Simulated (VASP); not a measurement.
Here is a VASP 6.6.1 calculation.

INCAR

```
SYSTEM = TaN
PREC     = Accurate       ! precision mode
ENCUT    = 520            ! plane-wave cutoff, eV
EDIFF    = 1E-7           ! SCF threshold, eV
ISMEAR   = -1             ! smearing method
SIGMA    = 0.02           ! smearing width, eV
LREAL    = .FALSE.        ! projectors in reciprocal space
LASPH    = .TRUE.         ! aspherical terms in the spheres
NELM     = 60             ! most SCF steps
ALGO     = Normal         ! electronic algorithm
ISIF     = 2              ! what is computed and relaxed
LWAVE    = .FALSE.        ! write WAVECAR
LCHARG   = .FALSE.        ! write CHGCAR
GGA      = PS             ! functional
NBANDS   = 15             ! bands
```

Contents of KPOINTS:

```
regular mesh
0
G
  9 9 9
  0 0 0
```

File POSCAR:

```
TaN
1.0
    0.0000000000      2.1345181309      2.1345181309
    2.1345181309      0.0000000000      2.1345181309
    2.1345181309      2.1345181309      0.0000000000
Ta N
1 1
Direct
    0.5000000000      0.5000000000      0.5000000000
    0.0000000000      0.0000000000      0.0000000000
```

Potentials or basis: VASP PAW PBE potentials, release 64 (Ta_pv, N).

Run with:

```bash
$ cat potpaw_PBE.64/Ta_pv/POTCAR potpaw_PBE.64/N/POTCAR > POTCAR
$ mpirun -np 1 vasp_std > vasp.out
```

(1) Predict the pressure.

(2) What does it give for the band gap on the k mesh?

## Answers

(1) 32.5 GPa.

(2) zero (band 8 reaches 12.19 eV, above the bottom of band 9 at 8.02 eV).

Caveat: the PAW data sets were made with another functional, which shifts forces and pressure a little; spin-orbit coupling is left out, which moves the levels of the heavy elements.
